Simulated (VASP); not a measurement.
# Al5GaAs6 (P1) in VASP: relaxation of cell and atoms with PBE

Aim: the relaxation of cell and atoms of Al5GaAs6 with PBE.

All numbers are computed with VASP 6.6.1; they aren't measurements. Logs are shortened: lines on timing, memory, paths and dates and some standing lists are left out, and cuts for length are marked.

### Step 1. The cell of the first run

The typed cell holds 12 atoms: a = 4.012 Å, b = 5.654 Å, c = 12.107 Å, α = 91.50°, β = 88.57°, γ = 89.91°.

### Step 2. Relaxation of cell and atoms, PBE

INCAR

```
  ALGO = Normal
  EDIFF = 1E-7
  EDIFFG = -0.025
  ENCUT = 600
  GGA = PE
  IBRION = 2
  ISIF = 3
  ISMEAR = 0
  LASPH = T
  LCHARG = F
  LREAL = F
  LWAVE = F
  NELM = 80
  NSW = 80
  PREC = Accurate
  SIGMA = 0.1
```

KPOINTS

```
k-points
0
Gamma
  4 2 1
```

POSCAR

```
Al5GaAs6
1.0
   -4.0114743429     -0.0502567347     -0.0033501071
   -0.0047343668      0.0742570674     -5.6535885081
   -0.1507151397    -12.1049542564      0.1575785832
Al Ga As
5 1 6
Direct
    0.0317664433      0.9928190752      0.1627606060
   -0.0221571223      1.0117678378      0.8359250689
    0.5301730046      0.4361519103      0.6771694772
   -0.0359353619      0.0112366918      0.5115979719
    0.4962273710      0.4932450433      0.3331740829
    0.4604219968      0.4893561469     -0.0126384604
    0.5496018141      0.2839501781      0.1703459208
    0.0372782515      0.7682436677     -0.0228331440
    0.5290204502      0.2591455900      0.8398356750
   -0.0193347392      0.7673506752      0.6613100184
    0.4872980541      0.2365031827      0.5035314524
   -0.0443601624      0.7502300011      0.3398213307
```

Potentials or basis: VASP PAW PBE potentials, release 64 (Al, Ga_d, As).

The run is started by

```sh
$ cat potpaw_PBE.64/Al/POTCAR potpaw_PBE.64/Ga_d/POTCAR potpaw_PBE.64/As/POTCAR > POTCAR
$ mpirun -np 1 vasp_std > vasp.out
```

OUTCAR:

```text
EDIFF = 1E-7
   EDIFFG = -0.025
   ENCUT = 600
   GGA = PE
   IBRION = 2
   ISIF = 3
   ISMEAR = 0
   LASPH = T
   LREAL = F
   NELM = 80
   NSW = 80
   PREC = Accurate

 ion  position               nearest neighbor table
   1  0.032  0.993  0.163-   7 2.54   8 2.55  12 2.59   7 2.65
   2  0.978  0.012  0.836-   8 2.24   9 2.28  10 2.50   9 2.62
   3  0.530  0.436  0.677-   9 2.23  11 2.37  10 2.61  10 2.90
   4  0.964  0.011  0.512-  11 2.30  10 2.31  11 2.46  12 2.52
   5  0.496  0.493  0.333-   7 2.28  12 2.35  11 2.55  12 2.61
   6  0.460  0.489  0.987-   9 2.19   8 2.32   7 2.56   8 2.80
   7  0.550  0.284  0.170-   5 2.28   1 2.54   6 2.56   1 2.65
   8  0.037  0.768  0.977-   2 2.24   6 2.32   1 2.55   6 2.80
   9  0.529  0.259  0.840-   6 2.19   3 2.23   2 2.28   2 2.62
  10  0.981  0.767  0.661-   4 2.31   2 2.50   3 2.61   3 2.90
  11  0.487  0.237  0.504-   4 2.30   3 2.37   4 2.46   5 2.55
  12  0.956  0.750  0.340-   5 2.35   4 2.52   1 2.59   5 2.61

  LATTYP: Found a triclinic cell.
 ALAT       =    14.3563800150
 B/A-ratio  =     0.2794430448
 C/A-ratio  =     0.3938373133
 COS(alpha) =     0.0015077386
 COS(beta)  =     0.0228828558
 COS(gamma) =     0.5378352707

  Lattice vectors:

 A1 = (   7.8722335461, -12.0044407870,   0.1642787974)
 A2 = (   4.0114743429,   0.0502567347,   0.0033501071)
 A3 = (   0.0047343668,  -0.0742570674,   5.6535885081)

Analysis of symmetry for initial positions (statically):
=====================================================================
 Subroutine PRICEL returns:
 Original cell was already a primitive cell.

 Routine SETGRP: Setting up the symmetry group for a
 triclinic supercell.

 Subroutine GETGRP returns: Found  1 space group operations
 (whereof  1 operations were pure point group operations)
 out of a pool of  2 trial point group operations.

The static configuration has the point symmetry C_1 .

Analysis of symmetry for dynamics (positions and initial velocities):
=====================================================================
 Subroutine PRICEL returns:
 Original cell was already a primitive cell.

 Routine SETGRP: Setting up the symmetry group for a
 triclinic supercell.

 Subroutine GETGRP returns: Found  1 space group operations
 (whereof  1 operations were pure point group operations)
 out of a pool of  2 trial point group operations.

The dynamic configuration has the point symmetry C_1 .

 Subroutine INISYM returns: Found  1 space group operations
 (whereof  1 operations are pure point group operations),
 and found     1 'primitive' translations

----------------------------------------------------------------------------------------

                                     Primitive cell

  volume of cell :     274.4410

  direct lattice vectors                    reciprocal lattice vectors
[... 90 lines left out ...]
   EDIFFG = -.3E-01   stopping-criterion for IOM
   NSW    =     80    number of steps for IOM
   IBRION =      2    ionic relax: 0-MD 1-quasi-New 2-CG
   NFREE  =      1    steps in history (QN), initial steepest desc. (CG)
   ISIF   =      3    stress and relaxation
   ISYM   =      2    0-nonsym 1-usesym 2-fastsym
   POTIM  = 0.5000    time-step for ionic-motion
   TEBEG  =    0.0;   TEEND  =   0.0 temperature during run
   PSTRESS=    0.0 pullay stress
   NELECT =      58.0000    total number of electrons
   NUPDOWN=      -1.0000    fix difference up-down
   EMIN   =  10.00;   EMAX   =-10.00  energy-range for DOS
   EFERMI =   0.00;   METHOD = LEGACY
   ISMEAR =     0;   SIGMA  =   0.10  broadening in eV -4-tet -1-fermi 0-gaus
   EFERMI_NEDOS =   21; number of points for ismear=-14 and -15
   IALGO  =     38    algorithm
   IMIX   =      4    mixing-type and parameters
     AMIX     =   0.40;   BMIX     =  1.00
     AMIX_MAG =   1.60;   BMIX_MAG =  1.00
  volume/ion in A,a.u.               =      22.87       154.33
  Fermi-wavevector in a.u.,A,eV,Ry     =   0.975142  1.842751 12.937806  0.950902
  Thomas-Fermi vector in A             =   2.105658
   LORBIT       =      0    0 simple, 1 ext, 2 COOP (PROOUT), +10 PAW based schemes
   GGA     = PE    functional components
   LHFCALC =     F    Hartree Fock is set to
   AEXX    =    0.0000 exact exchange contribution
   IVDW    =     0    specifies the selected vdW correction
   LEPSILON=     F    determine dielectric tensor
   LRPA    =     F    only Hartree local field effects (RPA)
 conjugate gradient relaxation of ions
 non-spin polarized calculation
 Gauss-broadening in eV      SIGMA  =   0.10
  energy-cutoff  :      600.00
  volume of cell :      274.44
 maximum number of plane-waves:      9182
   NGX = 17   NGY = 23   NGZ = 49

--------------------------------------- Ionic step        1  -------------------------------------------

 number of electron      58.0000006 magnetization

 Free energy of the ion-electron system (eV)
  ---------------------------------------------------
  ext. energy  EPLUGINS =         0.00000000
  ---------------------------------------------------
  free energy    TOTEN  =       -51.68999531 eV

  energy without entropy =      -51.68987074  energy(sigma->0) =      -51.68993302

 E-fermi :   4.6455     XC(G=0):  -9.0916

 val. band max:        4.4280590538   @ k =   0.0000   0.0000   0.0000
 cond. band min:       4.8630902053   @ k =   0.0000   0.0000   0.0000
 fundamental gap:      0.4350311515
 Fermi energy:         4.6455464707

 k-point     1 :       0.0000    0.0000    0.0000
  band No.  band energies     occupation
      1     -11.1735      2.00000
      2     -11.0513      2.00000
      3     -10.9983      2.00000
      4     -10.9797      2.00000
      5     -10.9558      2.00000
      6      -8.5116      2.00000
[... 354 lines left out ...]
  FREE ENERGIE OF THE ION-ELECTRON SYSTEM (eV)
  ---------------------------------------------------
  free  energy   TOTEN  =       -53.7499838817 eV

  energy  without entropy=      -53.7499813667  energy(sigma->0) =      -53.74998262

[... ionic steps 4 to 19 ...]

--------------------------------------- Ionic step       20  -------------------------------------------

 number of electron      58.0000001 magnetization

------------------------ aborting loop because EDIFF is reached ----------------------------------------
[... 87 lines left out ...]
--------------------------------------- Ionic step       22  -------------------------------------------

 number of electron      58.0000001 magnetization

 Free energy of the ion-electron system (eV)
  ---------------------------------------------------
  ext. energy  EPLUGINS =         0.00000000
  ---------------------------------------------------
  free energy    TOTEN  =       -54.66273591 eV

  energy without entropy =      -54.66273591  energy(sigma->0) =      -54.66273591

 E-fermi :   4.1486     XC(G=0):  -8.9591

 val. band max:        3.6574020068   @ k =   0.0000   0.0000   0.0000
 cond. band min:       4.9176075018   @ k =   0.0000   0.0000   0.0000
 fundamental gap:      1.2602054950
 Fermi energy:         4.1485816392

 k-point     1 :       0.0000    0.0000    0.0000
  band No.  band energies     occupation
      1     -10.8876      2.00000
      2     -10.8749      2.00000
      3     -10.8547      2.00000
      4     -10.8189      2.00000
      5     -10.7917      2.00000
      6      -8.2114      2.00000
[... 262 lines left out ...]
  FREE ENERGIE OF THE ION-ELECTRON SYSTEM (eV)
  ---------------------------------------------------
  free  energy   TOTEN  =       -54.6627359147 eV

  energy  without entropy=      -54.6627359147  energy(sigma->0) =      -54.66273591

 reached required accuracy - stopping structural energy minimisation
```

OSZICAR:

```text
N       E                     dE             d eps       ncg     rms          rms(c)
DAV:   1     0.351859929807E+03    0.35186E+03   -0.24698E+04   432   0.164E+03
DAV:   2     0.442825428182E+00   -0.35142E+03   -0.33905E+03   488   0.310E+02
DAV:   3    -0.509125969040E+02   -0.51355E+02   -0.48772E+02   500   0.112E+02
[... 216 lines left out ...]
DAV:   2    -0.546628043623E+02    0.74522E-05   -0.18678E-03   576   0.269E-01    0.455E-02
DAV:   3    -0.546627465370E+02    0.57825E-04   -0.12258E-04   576   0.660E-02    0.189E-02
DAV:   4    -0.546627363136E+02    0.10223E-04   -0.32608E-05   632   0.293E-02    0.655E-03
DAV:   5    -0.546627359734E+02    0.34024E-06   -0.45236E-06   504   0.115E-02    0.288E-03
DAV:   6    -0.546627359147E+02    0.58638E-07   -0.33728E-07   432   0.303E-03
  22 F= -.54662736E+02 E0= -.54662736E+02  d E =-.280926E-03
```

CONTCAR:

```text
Al5GaAs6
   1.00000000000000
    -4.0867151262963164   -0.0006345041244364   -0.0018606837377967
     0.0005492581376291    0.0007457030297858   -5.6074150200837840
     0.0005219690384367  -12.3686411485696848   -0.0039796515992507
  Al              Ga              As
     5     1     6
Direct
     0.0007205153533502    0.9992002214975546    0.1669100875630560
     0.0017261931344585    0.9996432803360237    0.8330830939509298
     0.4972153442965961    0.4993648794177755    0.6666341077439037
     0.9966667831836005    0.9992319489326360    0.5000688961220339
     0.4988942841252434    0.4987494186487261    0.3333708119344210
     0.5045115911730724    0.5001481469513203    0.9998932192526959
     0.5008083107330478    0.2491326727768586    0.1668552399989573
     0.0042846433881093    0.7535589581009420    0.9999717617857011
     0.5018030702529331    0.2494917725232536    0.8329330246429960
     0.9973565257627065    0.7507151292198991    0.6666019008700560
     0.4969135656813287    0.2502968275659753    0.5000941651595835
     0.9990991727155641    0.7504667441290375    0.3335836907756693

  0.00000000E+00  0.00000000E+00  0.00000000E+00
  0.00000000E+00  0.00000000E+00  0.00000000E+00
  0.00000000E+00  0.00000000E+00  0.00000000E+00
  0.00000000E+00  0.00000000E+00  0.00000000E+00
  0.00000000E+00  0.00000000E+00  0.00000000E+00
  0.00000000E+00  0.00000000E+00  0.00000000E+00
  0.00000000E+00  0.00000000E+00  0.00000000E+00
  0.00000000E+00  0.00000000E+00  0.00000000E+00
  0.00000000E+00  0.00000000E+00  0.00000000E+00
  0.00000000E+00  0.00000000E+00  0.00000000E+00
  0.00000000E+00  0.00000000E+00  0.00000000E+00
  0.00000000E+00  0.00000000E+00  0.00000000E+00
```

It took 22 min on 1 thread of Intel Xeon Platinum 8488C (Sapphire Rapids), shared host; peak memory 0.45 GiB.

What came out:

| Property | Result |
| --- | --- |
| Free energy | -54.6627 eV |
| Relaxed volume | 23.62 Å³/atom |
| Relaxed cell | a = 4.087 Å, b = 5.607 Å, c = 12.369 Å, α = 89.99°, β = 89.99°, γ = 89.98° |
| Space group after relaxing (to 0.05 Å) | Pm (No. 6) |
| Energy gained by relaxing | 247.7 meV/atom |
| Ionic steps | 22 |
| Pressure after relaxing | 0.0 GPa |
| Largest force after relaxing | 0.020 eV/Å |
| Band gap on the k mesh | 1.26 eV, direct |

Forces in eV/Å, atoms in the order of the input:
```
Al  -0.004 -0.004  0.002
Al   0.001 -0.002  0.005
Al  -0.017  0.003  0.001
Al  -0.020  0.002 -0.003
Al  -0.012  0.004 -0.009
Ga   0.014 -0.003 -0.002
As   0.002 -0.005 -0.004
As   0.020  0.001 -0.003
As   0.012 -0.006  0.003
As  -0.006  0.000  0.001
As   0.001  0.003  0.005
As   0.009  0.008  0.004
```

The path:
```tsv
step	energy change (eV)	largest force (eV/Å)	pressure (GPa)	volume (Å³)
1	0.0000	3.9661	5.17	274.44
2	-2.0333	1.1768	-3.67	304.55
3	-2.0600	1.3561	-3.04	300.75
4	-2.6835	0.9567	-0.60	286.47
5	-2.7476	0.7610	0.74	280.62
6	-2.8791	0.4820	0.23	282.30
7	-2.8815	0.4579	0.17	282.56
8	-2.9174	0.2474	-0.19	284.03
9	-2.9191	0.2726	-0.28	284.43
10	-2.9361	0.1898	0.05	283.07
11	-2.9425	0.2121	0.42	281.56
12	-2.9552	0.1444	0.07	283.02
13	-2.9592	0.1413	-0.25	284.40
14	-2.9655	0.0967	-0.03	283.48
15	-2.9657	0.1079	0.03	283.27
16	-2.9683	0.0790	0.05	283.16
17	-2.9689	0.0823	0.08	283.07
18	-2.9710	0.0537	-0.05	283.60
19	-2.9714	0.0656	-0.13	283.98
20	-2.9725	0.0414	0.05	283.19
21	-2.9725	0.0394	0.04	283.24
22	-2.9727	0.0203	-0.01	283.44
```

Final structure:
```xyz
12
Lattice="-4.0867 -0.0006 -0.0019 0.0005 0.0007 -5.6074 0.0005 -12.3686 -0.0040" Properties=species:S:1:pos:R:3 pbc="T T T"
Al   -0.0023   -2.0637   -5.6036
Al   -0.0061  -10.3034   -5.6087
Al   -2.0314   -8.2453   -2.8037
Al   -4.0723   -6.1851   -5.6070
Al   -2.0384   -4.1233   -2.7989
Ga   -2.0610  -12.3673   -2.8095
As   -2.0464   -2.0639   -1.3986
As   -0.0166  -12.3677   -4.2295
As   -2.0502  -10.3024   -1.4033
As   -4.0752   -8.2450   -4.2141
As   -2.0303   -6.1856   -1.4064
As   -4.0824   -4.1261   -4.2114
```

Caveat: the k points lie up to 0.56 Å⁻¹ apart in the final cell. A k mesh can miss the band edges.
